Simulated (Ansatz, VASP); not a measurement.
## Two plane-wave programs on Ta2C

```
Ta C
1.0
     2.86135    0.00000    0.00000
    -1.43068    2.47800    0.00000
     0.00000    0.00000    4.74461
Ta C
2 1
Direct
  0.33333 0.66667 0.25356
  0.66667 0.33333 0.74644
  0.00000 0.00000 0.00000
```

Change from the starting cell: strain -0.080 along x and y, -0.040 along z, atoms carried along.

Alike in both runs: task single point; functional r2SCAN; k mesh 18 × 18 × 10; occupations gaussian, width 0.15 eV; no spin polarisation.

```csv
,VASP,Ansatz
version,VASP 6.6.1,Ansatz 0.2.0
potentials or method,"VASP PAW PBE potentials, release 64 (Ta_pv, C), cutoff 520 eV","scalar-relativistic, plane waves, PAW"
valence electrons in the cell,26,30
```

|  | VASP | Ansatz | Ansatz less VASP |
| --- | --- | --- | --- |
| gap on the k mesh at the Fermi level (eV) | none | none | - |
| pressure (GPa) | 92.6 | 90.3 | -2.25 |
| traceless stress, the component that is largest in VASP (GPa) | -13.71 | -13.65 | +0.068 |
| rms of the force components (eV/Å) | 1.116 | 1.070 | -0.0457 |

VASP's potentials were made for PBE, not for r2SCAN. Atom by atom the forces differ by 0.046 eV/Å (rms over components). A gap of «none» marks a metal or a gap that the smearing closes. Both programs put the cell under a high pressure, so it lies far from rest at this level. With one functional, cell and mesh, what is left measures potentials, basis and numerics. VASP's potentials hold 26 valence electrons a cell and Ansatz's 30, so a difference there can come from the potentials and not from the codes.

Spin-orbit coupling is off throughout. Noted on VASP's run: the cell as given lies far from equilibrium.
